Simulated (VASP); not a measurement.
# TiAl3 (Immm) in VASP: further runs

TiAl3 is run at these levels: PBE; tasks: single point.

All numbers are computed with VASP 6.6.1; they aren't measurements. Logs are shortened: lines on timing, memory, paths and dates and some standing lists are left out, and cuts for length are marked.

## (1) The cell of the first run

The structure is orthorhombic, space group Immm (No. 71). Conventional cell: a = 3.563 Å, b = 4.127 Å, c = 8.622 Å, α = 90.00°, β = 90.00°, γ = 90.00°. Within 3.6 Å of Ti (site symmetry mmm) lie 12 Al at 2.73 to 2.98 Å and 2 Ti at 3.56 Å. Within 3.6 Å of Al (site symmetry mmm) lie 4 Ti at 2.73 Å and 10 Al at 2.80 to 3.56 Å. Within 3.6 Å of Al (site symmetry mm2) lie 10 Al at 2.73 to 3.56 Å and 4 Ti at 2.80 to 2.98 Å.

## (2) Single point, PBE (normal strain along x -0.0733, normal strain along y +0.0733)

INCAR reads:

```
SYSTEM = TiAl3
PREC = Accurate
ENCUT = 520
EDIFF = 1E-6
ISMEAR = 0
SIGMA = 0.15
LREAL = .FALSE.
LASPH = .TRUE.
NELM = 80
ALGO = Fast
ISIF = 2
LWAVE = .FALSE.
LCHARG = .FALSE.
GGA = PE
NBANDS = 18
```

KPOINTS reads:

```
Automatic mesh
0
G
  14 14 14
  0 0 0
```

POSCAR reads:

```
TiAl3
1.0
   -1.7816539410      2.0635040196      4.3111351100
    1.7816539410     -2.0635040196      4.3111351100
    1.7816539410      2.0635040196     -4.3111351100
Ti Al
1 3
Direct
    0.0000000000      0.0000000000      0.0000000000
    0.5000000000      0.5000000000      0.0000000000
    0.7500000000      0.2500000000      0.5000000000
    0.2500000000      0.7500000000      0.5000000000
```

Potentials or basis: VASP PAW PBE potentials, release 64 (Ti_sv, Al).

Launch:

```sh
$ cat potpaw_PBE.64/Ti_sv/POTCAR potpaw_PBE.64/Al/POTCAR > POTCAR
$ mpirun -np 1 vasp_std > vasp.out
```

OUTCAR:

```text
SYSTEM = TiAl3
   PREC = Accurate
   ENCUT = 520
   EDIFF = 1E-6
   ISMEAR = 0
   LREAL = .FALSE.
   LASPH = .TRUE.
   NELM = 80
   ISIF = 2
   GGA = PE

 ion  position               nearest neighbor table
   1  0.000  0.000  0.000-   2 2.73   2 2.73   2 2.73   2 2.73   4 2.80   3 2.80   3 2.80   4 2.80
                             3 2.98   3 2.98   4 2.98   4 2.98
   2  0.500  0.500  0.000-   1 2.73   1 2.73   1 2.73   1 2.73   3 2.80   4 2.80   4 2.80   3 2.80
                             3 2.98   4 2.98   3 2.98   4 2.98
   3  0.750  0.250  0.500-   4 2.73   4 2.73   4 2.73   4 2.73   1 2.80   2 2.80   2 2.80   1 2.80
                             1 2.98   2 2.98   1 2.98   2 2.98
   4  0.250  0.750  0.500-   3 2.73   3 2.73   3 2.73   3 2.73   2 2.80   1 2.80   1 2.80   2 2.80
                             1 2.98   1 2.98   2 2.98   2 2.98

  LATTYP: Found a body centered orthorhombic cell.
 ALAT       =     3.5633078820
 B/A-ratio  =     1.1581957484
 C/A-ratio  =     2.4197376442

  Lattice vectors:

 A1 = (  -1.7816539410,   2.0635040196,   4.3111351100)
 A2 = (   1.7816539410,  -2.0635040196,   4.3111351100)
 A3 = (   1.7816539410,   2.0635040196,  -4.3111351100)

Analysis of symmetry for initial positions (statically):
=====================================================================
 Subroutine PRICEL returns:
 Original cell was already a primitive cell.

 Routine SETGRP: Setting up the symmetry group for a
 body centered orthorhombic supercell.

 Subroutine GETGRP returns: Found  8 space group operations
 (whereof  8 operations were pure point group operations)
 out of a pool of  8 trial point group operations.

The static configuration has the point symmetry D_2h.

Analysis of symmetry for dynamics (positions and initial velocities):
=====================================================================
 Subroutine PRICEL returns:
 Original cell was already a primitive cell.

 Routine SETGRP: Setting up the symmetry group for a
 body centered orthorhombic supercell.

 Subroutine GETGRP returns: Found  8 space group operations
 (whereof  8 operations were pure point group operations)
 out of a pool of  8 trial point group operations.

The dynamic configuration has the point symmetry D_2h.

 Subroutine INISYM returns: Found  8 space group operations
 (whereof  8 operations are pure point group operations),
 and found     1 'primitive' translations

----------------------------------------------------------------------------------------

                                     Primitive cell

  volume of cell :      63.3987

[... 98 lines left out ...]
   ISIF   =      2    stress and relaxation
   ISYM   =      2    0-nonsym 1-usesym 2-fastsym
   POTIM  = 0.5000    time-step for ionic-motion
   TEBEG  =    0.0;   TEEND  =   0.0 temperature during run
   PSTRESS=    0.0 pullay stress
   NELECT =      21.0000    total number of electrons
   NUPDOWN=      -1.0000    fix difference up-down
   EMIN   =  10.00;   EMAX   =-10.00  energy-range for DOS
   EFERMI =   0.00;   METHOD = LEGACY
   ISMEAR =     0;   SIGMA  =   0.15  broadening in eV -4-tet -1-fermi 0-gaus
   EFERMI_NEDOS =   21; number of points for ismear=-14 and -15
   IALGO  =     68    algorithm
   IMIX   =      4    mixing-type and parameters
     AMIX     =   0.40;   BMIX     =  1.00
     AMIX_MAG =   1.60;   BMIX_MAG =  1.00
  volume/ion in A,a.u.               =      15.85       106.96
  Fermi-wavevector in a.u.,A,eV,Ry     =   1.132716  2.140523 17.456905  1.283046
  Thomas-Fermi vector in A             =   2.269418
   LORBIT       =      0    0 simple, 1 ext, 2 COOP (PROOUT), +10 PAW based schemes
   GGA     = PE    functional components
   LHFCALC =     F    Hartree Fock is set to
   AEXX    =    0.0000 exact exchange contribution
   IVDW    =     0    specifies the selected vdW correction
   LEPSILON=     F    determine dielectric tensor
   LRPA    =     F    only Hartree local field effects (RPA)
 non-spin polarized calculation
 RMM-DIIS sequential band-by-band and
 Gauss-broadening in eV      SIGMA  =   0.15
  energy-cutoff  :      520.00
  volume of cell :       63.40
 maximum number of plane-waves:      1730
 NGX is ok and might be reduce to    40
   NGX = 19   NGY = 19   NGZ = 19

 number of electron      21.0000003 magnetization

 Free energy of the ion-electron system (eV)
  ---------------------------------------------------
  ext. energy  EPLUGINS =         0.00000000
  ---------------------------------------------------
  free energy    TOTEN  =       -20.44798805 eV

  energy without entropy =      -20.42835829  energy(sigma->0) =      -20.43817317

 E-fermi :   8.3182     XC(G=0): -10.7401

 val. band max:        8.3097314416   @ k =  -0.1429   0.3571   0.1429
 cond. band min:       8.3195787102   @ k =  -0.1429  -0.4286   0.0714
 fundamental gap:      0.0098472686
 Fermi energy:         8.3182000681

 k-point     1 :       0.0000    0.0000    0.0000
  band No.  band energies     occupation
      1     -48.1944      2.00000
      2     -24.5725      2.00000
      3     -24.4441      2.00000
      4     -24.4261      2.00000
      5      -1.8418      2.00000
      6       5.2718      2.00000
[... 481 lines left out ...]
      5      -1.4603      2.00000
      6       4.3039      2.00000
[... 10 lines left out ...]
     17      12.2511      0.00000
     18      13.8811      0.00000

 [... further k-points ...]

------------------------ aborting loop because EDIFF is reached ----------------------------------------

  FORCE on cell =-STRESS in cart. coord.  units (eV):
  Direction    XX          YY          ZZ          XY          YZ          ZX
  --------------------------------------------------------------------------------------
  -------------------------------------------------------------------------------------
  Total        2.7562296     -2.9213311      1.1606129      0.0000000      0.0000000      0.0000000
  in kB       69.6539395    -73.8262930     29.3303797      0.0000000      0.0000000      0.0000000
  external PRESSURE =       8.3860087 kB  Pullay stress =       0.0000000 kB

 VOLUME and BASIS-vectors are now :
 -----------------------------------------------------------------------------
  energy-cutoff  :      520.00
  volume of cell :       63.40
      direct lattice vectors                 reciprocal lattice vectors
    -1.781653941  2.063504020  4.311135110     0.000000000  0.242306288  0.115978736
     1.781653941 -2.063504020  4.311135110     0.280638113  0.000000000  0.115978736
     1.781653941  2.063504020 -4.311135110     0.280638113  0.242306288  0.000000000

 POSITION                                       TOTAL-FORCE (eV/Angst)
 -----------------------------------------------------------------------------------
      0.00000      0.00000      0.00000        -0.000000      0.000000     -0.000000
      0.00000      0.00000      4.31114        -0.000000      0.000000      0.000000
      0.00000      2.06350      2.15557        -0.000000     -0.000000      0.083591
      1.78165      0.00000      2.15557         0.000000      0.000000     -0.083591
 -----------------------------------------------------------------------------------
    total drift:                               -0.000000     -0.000000      0.000000

  FREE ENERGIE OF THE ION-ELECTRON SYSTEM (eV)
  ---------------------------------------------------
  free  energy   TOTEN  =       -20.4479880540 eV

  energy  without entropy=      -20.4283582940  energy(sigma->0) =      -20.43817317
```

OSZICAR:

```text
N       E                     dE             d eps       ncg     rms          rms(c)
DAV:   1     0.121165129105E+03    0.12117E+03   -0.91919E+03 15408   0.108E+03
DAV:   2    -0.136739502766E+02   -0.13484E+03   -0.13135E+03 15642   0.284E+02
DAV:   3    -0.221878890179E+02   -0.85139E+01   -0.83499E+01 24392   0.655E+01
[... 19 lines left out ...]
RMM:  23    -0.204479833406E+02   -0.27046E-05   -0.28917E-05 19611   0.182E-02    0.138E-03
RMM:  24    -0.204479852402E+02   -0.18996E-05   -0.20480E-05 19100   0.157E-02    0.221E-03
RMM:  25    -0.204479865404E+02   -0.13002E-05   -0.14501E-05 17782   0.133E-02    0.209E-03
RMM:  26    -0.204479874261E+02   -0.88572E-06   -0.10340E-05 16236   0.111E-02    0.144E-03
RMM:  27    -0.204479880540E+02   -0.62793E-06   -0.76482E-06 17107   0.108E-02
   1 F= -.20447988E+02 E0= -.20438173E+02  d E =-.196298E-01
```

stdout:

```text
POSCAR found type information on POSCAR TiAl
 POSCAR found :  2 types and       4 ions
 scaLAPACK will be used
 LDA part: xc-table for (Slater+PW92), standard interpolation
 POSCAR, INCAR and KPOINTS ok, starting setup
 FFT: planning ... GRIDC
 FFT: planning ... GRID_SOFT
 FFT: planning ... GRID
 WAVECAR not read
 entering main loop
WARNING in EDDRMM: call to ZHEGV failed, returncode =   6  3     14
WARNING in EDDRMM: call to ZHEGV failed, returncode =   6  3     10
WARNING in EDDRMM: call to ZHEGV failed, returncode =   6  3      7
WARNING in EDDRMM: call to ZHEGV failed, returncode =   6  3     15
WARNING in EDDRMM: call to ZHEGV failed, returncode =   6  3      6
```

Wall time 24 min (1 thread of Intel Xeon Platinum 8259CL at 2.50GHz (Skylake/Cascade Lake), shared host); peak memory 0.6 GiB.

What came out:

```
Free energy            : -20.4480 eV
Pressure               : 0.8 GPa
Largest force          : 0.084 eV/Å
Band gap on the k mesh : zero (an odd number of electrons rules out a gap without spin polarisation)
```

Forces on the atoms (eV/Å):
```
Ti   0.000  0.000  0.000
Al   0.000  0.000  0.000
Al   0.000  0.000  0.084
Al   0.000  0.000 -0.084
```

Stress tensor (GPa, compression positive):
```
 6.97  0.00  0.00
 0.00 -7.38  0.00
 0.00  0.00  2.93
```

Caveat: the cell differs from its parent crystal (normal strain along x -0.0733, normal strain along y +0.0733); the stress differs along the axes, from -7 to 7 GPa.

## (3) Single point, PBE (normal strain along x -0.0367, normal strain along y +0.0367)

INCAR reads:

```
SYSTEM = TiAl3
ALGO = Fast
EDIFF = 1E-6
ENCUT = 520
GGA = PE
ISIF = 2
ISMEAR = 0
LASPH = .True.
LCHARG = .False.
LREAL = .False.
LWAVE = .False.
NBANDS = 18
NELM = 80
PREC = Accurate
SIGMA = 0.15
```

KPOINTS reads:

```
k-points
0
Gamma
  14 14 14
  0 0 0
```

POSCAR reads:

```
TiAl3
1.0
   -1.8520203317      1.9931376289      4.3111351100
    1.8520203317     -1.9931376289      4.3111351100
    1.8520203317      1.9931376289     -4.3111351100
Ti Al
1 3
Direct
    0.0000000000      0.0000000000      0.0000000000
    0.5000000000      0.5000000000      0.0000000000
    0.7500000000      0.2500000000      0.5000000000
    0.2500000000      0.7500000000      0.5000000000
```

Potentials or basis: VASP PAW PBE potentials, release 64 (Ti_sv, Al).

Launch:

```sh
$ cat potpaw_PBE.64/Ti_sv/POTCAR potpaw_PBE.64/Al/POTCAR > POTCAR
$ mpirun -np 1 vasp_std > vasp.out
```

It took 26 min on 1 thread of Intel Xeon Platinum 8259CL at 2.50GHz (Skylake/Cascade Lake), shared host; peak memory 0.6 GiB.

Results (log left out):

| Item | Value |
| --- | --- |
| Free energy | -20.6131 eV |
| Pressure | 0.2 GPa |
| Largest force | 0.037 eV/Å |
| Band gap on the k mesh | zero (an odd number of electrons rules out a gap without spin polarisation) |

Forces on the atoms (eV/Å):
```
Ti   0.000  0.000  0.000
Al   0.000  0.000  0.000
Al   0.000  0.000  0.037
Al   0.000  0.000 -0.037
```

Stress tensor (GPa, compression positive):
```
 3.93  0.00  0.00
 0.00 -3.92  0.00
 0.00  0.00  0.62
```

Levels at points of the mesh, in eV from the Fermi level:
```tsv
k point	band 7	band 8	band 9	band 10	band 11	band 12	band 13	band 14	band 15	band 16
(0.00, 0.00, 0.00)	-2.66	-1.66	-1.39	-0.78	0.84	1.15	1.57	2.29	3.01	3.56
(0.50, 0.00, 0.00)	-3.64	-3.17	-0.71	-0.23	0.64	1.44	2.55	2.71	3.53	4.51
(0.00, 0.50, 0.00)	-3.56	-2.80	-1.36	-0.33	0.37	1.63	2.10	2.56	2.68	4.24
(0.50, 0.50, 0.00)	-4.37	-3.75	-2.71	-2.21	-0.99	1.50	2.14	2.65	2.76	3.10
(0.50, 0.50, 0.50)	-2.05	-1.54	-0.29	-0.23	0.55	0.84	0.95	2.96	4.72	5.51
```

Caveat: the cell differs from its parent crystal (normal strain along x -0.0367, normal strain along y +0.0367); the stress differs along the axes, from -4 to 4 GPa.

## (4) Single point, PBE (normal strain along x -0.0733, normal strain along y +0.1100)

INCAR reads:

```
PREC = Accurate
ENCUT = 520
EDIFF = 1E-7
ISMEAR = 0
SIGMA = 0.15
LREAL = F
LASPH = T
NELM = 60
ALGO = Fast
ISIF = 2
LWAVE = F
LCHARG = F
GGA = PE
NBANDS = 18
```

KPOINTS reads:

```
Automatic mesh
0
Gamma
  14 14 14
```

POSCAR reads:

```
TiAl3
1.0
   -1.7816539410      2.1340626681      4.3111351100
    1.7816539410     -2.1340626681      4.3111351100
    1.7816539410      2.1340626681     -4.3111351100
Ti Al
1 3
Direct
    0.0000000000      0.0000000000      0.0000000000
    0.5000000000      0.5000000000      0.0000000000
    0.7500000000      0.2500000000      0.5000000000
    0.2500000000      0.7500000000      0.5000000000
```

Launch:

```sh
$ cat potpaw_PBE.64/Ti_sv/POTCAR potpaw_PBE.64/Al/POTCAR > POTCAR
$ mpirun -np 1 vasp_std > vasp.out
```

Run time: 36 min. Hardware: 1 thread of Intel Xeon Platinum 8259CL at 2.50GHz (Skylake/Cascade Lake), shared host; peak memory 0.62 GiB.

The run converged. Its results:

* Free energy: -20.3079 eV
* Pressure: -2.3 GPa
* Largest force: 0.106 eV/Å
* Band gap on the k mesh: zero (an odd number of electrons rules out a gap without spin polarisation)

Forces on the atoms (eV/Å):
```
Ti   0.000  0.000  0.000
Al   0.000  0.000  0.000
Al   0.000  0.000  0.106
Al   0.000  0.000 -0.106
```

Stress tensor (GPa, compression positive):
```
  3.53   0.00   0.00
  0.00 -13.08   0.00
  0.00   0.00   2.61
```

Levels at points of the mesh, in eV from the Fermi level:
```
           k point  band 8  band 9  band 10  band 11  band 12  band 13  band 14  band 15
(0.00, 0.00, 0.00)   -2.28   -1.41    -0.25     0.27     0.39     0.88     2.97     3.24
(0.50, 0.00, 0.00)   -3.43   -0.25    -0.19     0.77     0.84     2.53     3.16     3.79
(0.00, 0.50, 0.00)   -2.57   -1.76    -0.50     0.16     0.97     1.78     2.17     2.36
(0.50, 0.50, 0.00)   -3.72   -2.74    -2.21    -0.97     1.00     2.31     2.64     2.64
(0.50, 0.50, 0.50)   -2.41   -0.22     0.32     0.53     0.95     0.99     2.58     4.50
```

Caveat: the cell differs from its parent crystal (normal strain along x -0.0733, normal strain along y +0.1100); the stress differs along the axes, from -13 to 4 GPa.

## (5) The runs side by side

| cell | further INCAR settings | gap on the mesh (eV) | pressure (GPa) | largest force (eV/Å) |
| --- | --- | --- | --- | --- |
| a = 5.101 Å, angles 139.1, 132.3, 64.6°, 4 atoms | ALGO = Fast; EDIFF = 1e-06; NBANDS = 18 | none | 0.8 | 0.08 |
| a = 5.098 Å, angles 137.4, 134.0, 64.5°, 4 atoms | ALGO = Fast; EDIFF = 1e-06; NBANDS = 18 | none | 0.2 | 0.04 |
| a = 5.130 Å, angles 139.4, 130.8, 65.6°, 4 atoms | ALGO = Fast; EDIFF = 1e-07; NBANDS = 18 | none | -2.3 | 0.11 |

Alike in all rows: task single point; level PBE; potentials or basis VASP PAW PBE potentials, release 64 (Ti_sv, Al); no spin polarisation; k mesh 14 × 14 × 14; cutoff (eV) 520; smearing gaussian 0.15 eV.

Caveats: the stress differs along the axes, from -7 to 7 GPa (at least some runs); the stress differs along the axes, from -4 to 4 GPa (at least some runs); the stress differs along the axes, from -13 to 4 GPa (at least some runs).

Total energies depend on the potentials used, so only differences within one code and one set of settings carry meaning.
